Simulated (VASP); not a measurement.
Input of a VASP 6.6.1 run:

File INCAR:

```
SYSTEM = In2O3
ALGO = Normal
EDIFF = 1E-6
ENCUT = 520
GGA = PE
ISIF = 2
ISMEAR = -1
LASPH = .True.
LCHARG = .False.
LREAL = .False.
LWAVE = .False.
NBANDS = 55
NELM = 60
PREC = Accurate
SIGMA = 0.02
```

KPOINTS

```
k-points
0
Gamma
  6 6 6
  0 0 0
```

POSCAR

```
In2O3
1.0
    2.7538210395      1.5899193185      4.9028835716
   -2.7538210395      1.5899193185      4.9028835716
    0.0000000000     -3.1798386370      4.9028835716
In O
4 6
Direct
    0.8564768484      0.8564768484      0.8564768484
    0.3564768484      0.3564768484      0.3564768484
    0.1435231516      0.1435231516      0.1435231516
    0.6435231516      0.6435231516      0.6435231516
    0.4531462760      0.0468537240      0.7500000000
    0.0468537240      0.7500000000      0.4531462760
    0.5468537240      0.9531462760      0.2500000000
    0.2500000000      0.5468537240      0.9531462760
    0.9531462760      0.2500000000      0.5468537240
    0.7500000000      0.4531462760      0.0468537240
```

Potentials or basis: VASP PAW PBE potentials, release 64 (In_d, O).

Command:

```sh
$ cat potpaw_PBE.64/In_d/POTCAR potpaw_PBE.64/O/POTCAR > POTCAR
$ mpirun -np 1 vasp_std > vasp.out
```

(1) Estimate the band gap on the k mesh.

(2) What does it give for the pressure?

Answers

(1) 1.16 eV (least direct gap 1.20 eV).

(2) 5.3 GPa.

Caveat: the cell differs from its parent crystal (uniaxial z strain +1.0%); the cell stands under pressure; spin-orbit coupling is left out, which moves the levels of the heavy elements.
